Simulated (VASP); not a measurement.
Set up this calculation in VASP 6.6.1, as the native input.

| Item | Value |
| --- | --- |
| Task | relaxation of cell and atoms |
| Functional | LDA |
| Potentials or basis | VASP PAW LDA potentials, release 64 (Al, O) |
| Cutoff | 600 eV |
| k mesh | 5 × 5 × 5 |
| Occupations | gaussian, width 0.01 eV |
| Spin | no spin polarisation |
| Dipole correction | no |
| Further INCAR settings | ALGO = Normal; EDIFF = 1e-06; IBRION = 2; EDIFFG = -0.002; NSW = 80; ISIF = 3 |

The structure of Al2O3 lies in POSCAR:

```
Al2O3
1.0
    2.3802500000      1.3742379782      4.3318666667
   -2.3802500000      1.3742379782      4.3318666667
    0.0000000000     -2.7484759565      4.3318666667
Al O
4 6
Direct
    0.3521600000      0.3521600000      0.3521600000
    0.1478400000      0.1478400000      0.1478400000
    0.6478400000      0.6478400000      0.6478400000
    0.8521600000      0.8521600000      0.8521600000
    0.5566800000      0.9433200000      0.2500000000
    0.2500000000      0.5566800000      0.9433200000
    0.9433200000      0.2500000000      0.5566800000
    0.4433200000      0.0566800000      0.7500000000
    0.7500000000      0.4433200000      0.0566800000
    0.0566800000      0.7500000000      0.4433200000
```

One way to write it, as run:

INCAR

```
SYSTEM = Al2O3
ALGO = Normal
EDIFF = 1E-6
EDIFFG = -0.002
ENCUT = 600
IBRION = 2
ISIF = 3
ISMEAR = 0
LASPH = .TRUE.
LCHARG = .FALSE.
LREAL = .FALSE.
LWAVE = .FALSE.
NELM = 80
NSW = 80
PREC = Accurate
SIGMA = 0.01
```

KPOINTS

```
k-points
0
G
  5 5 5
  0 0 0
```

Potentials or basis: VASP PAW LDA potentials, release 64 (Al, O).

Launch:

```bash
$ cat potpaw_LDA.64/Al/POTCAR potpaw_LDA.64/O/POTCAR > POTCAR
$ mpirun -np 1 vasp_std > vasp.out
```

It gave:

| Quantity | Value |
| --- | --- |
| Relaxed volume | 8.34 Å³/atom |
| Relaxed cell | a = 5.093 Å, b = 5.093 Å, c = 5.093 Å, α = 55.36°, β = 55.36°, γ = 55.36° |
| Space group after relaxing (to 0.1 Å) | R-3c (No. 167) |
| Energy gained by relaxing | 2.8 meV/atom |
| Ionic steps | 14 |
| Pressure after relaxing | 0.0 GPa |
| Band gap on the k mesh | 6.42 eV |

Run time: 7.8 min on 1 thread of Intel Xeon 8259CL, on a shared host, peak memory 0.23 GiB.
